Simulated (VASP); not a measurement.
Wanted: the native input for a VASP 6.6.1 run.

- Task: single point
- Functional: LDA
- Potentials or basis: VASP PAW LDA potentials, release 64 (Mo_sv)
- Cutoff: 520 eV
- k mesh: 28 × 28 × 28
- Occupations: gaussian, width 0.2 eV
- Spin: no spin polarisation
- Dipole correction: no
- Further INCAR settings: ALGO = Normal; EDIFF = 1e-06; NBANDS = 13

The structure of Mo lies in POSCAR:

```
Mo
1.0
   -1.5558650553      1.5558650553      1.5558650553
    1.5558650553     -1.5558650553      1.5558650553
    1.5558650553      1.5558650553     -1.5558650553
Mo
1
Direct
    0.0000000000      0.0000000000      0.0000000000
```

One way to write it, as run:

INCAR

```
PREC = Accurate ; ENCUT = 520
EDIFF = 1E-6 ; ISMEAR = 0
SIGMA = 0.2 ; LREAL = F
LASPH = T ; NELM = 100
ALGO = Normal ; ISIF = 2
LWAVE = F ; LCHARG = F
GGA = CA ; NBANDS = 13
```

KPOINTS

```
Automatic mesh
0
Gamma
  28 28 28
```

Potentials or basis: VASP PAW LDA potentials, release 64 (Mo_sv).

The run is started by

```console
$ cat potpaw_LDA.64/Mo_sv/POTCAR > POTCAR
$ mpirun -np 1 vasp_std > vasp.out
```

It gave:

```
Pressure               : 1.2 GPa
Band gap on the k mesh : zero (band 7 reaches 17.30 eV, above the bottom of band 8 at 11.62 eV)
```

It took 87 s on 1 thread of AMD EPYC 7R43 64-Core Processor (Zen 3) (shared host), peak memory 0.17 GiB.
